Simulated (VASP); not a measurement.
Set up this calculation in VASP 6.6.1, as the native input.

| Property | Result |
| --- | --- |
| Task | electric field gradients |
| Functional | PBEsol |
| Potentials or basis | VASP PAW PBE potentials, release 64 (Si, W_sv) |
| Cutoff | 520 eV |
| k mesh | 13 × 13 × 13 |
| Occupations | fermi-dirac, width 0.05 eV |
| Spin | no spin polarisation |
| Dipole correction | no |
| Further INCAR settings | ALGO = Normal; EDIFF = 1e-08; NBANDS = 18 |

The structure of Si2W lies in POSCAR:

```
Si2W
1.0
   -1.6069000000      1.6069000000      3.9149500000
    1.6069000000     -1.6069000000      3.9149500000
    1.6069000000      1.6069000000     -3.9149500000
Si W
2 1
Direct
    0.3545360000      0.3545360000      0.0000000000
    0.6454640000      0.6454640000      0.0000000000
    0.0000000000      0.0000000000      0.0000000000
```

This cell differs from its parent crystal: shortest bond scaled by 0.88.

These files were run (other wordings do the same):

INCAR

```
SYSTEM = Si2W
PREC = Accurate
ENCUT = 520
EDIFF = 1E-8
ISMEAR = -1
SIGMA = 0.05
LREAL = .FALSE.
LASPH = .TRUE.
NELM = 100
ALGO = Normal
ISIF = 2
LWAVE = .FALSE.
LCHARG = .FALSE.
GGA = PS
LEFG = .TRUE.
NBANDS = 18
```

KPOINTS

```
Automatic mesh
0
G
  13 13 13
  0 0 0
```

Potentials or basis: VASP PAW PBE potentials, release 64 (Si, W_sv).

Command:

```bash
$ cat potpaw_PBE.64/Si/POTCAR potpaw_PBE.64/W_sv/POTCAR > POTCAR
$ mpirun -np 1 vasp_std > vasp.out
```

Results of the run:

The pressure is 6.9 GPa, the largest force is 4.037 eV/Å and the band gap on the k mesh is zero (band 11 reaches 11.94 eV, above the bottom of band 12 at 11.42 eV).

Caveat: the cell differs from its parent crystal (shortest bond scaled by 0.88); without QUAD_EFG the Cq values of the log hold for a quadrupole moment of 1 mb, not for the nuclei; the PAW data sets were made with another functional, which shifts forces and pressure a little; spin-orbit coupling is left out, which moves the levels of the heavy elements.

It took 2.6 min on 1 thread of Intel(R) Xeon(R) Platinum 8259CL CPU @ 2.50GHz (Skylake/Cascade Lake), with other jobs on the host, peak memory 0.3 GiB.
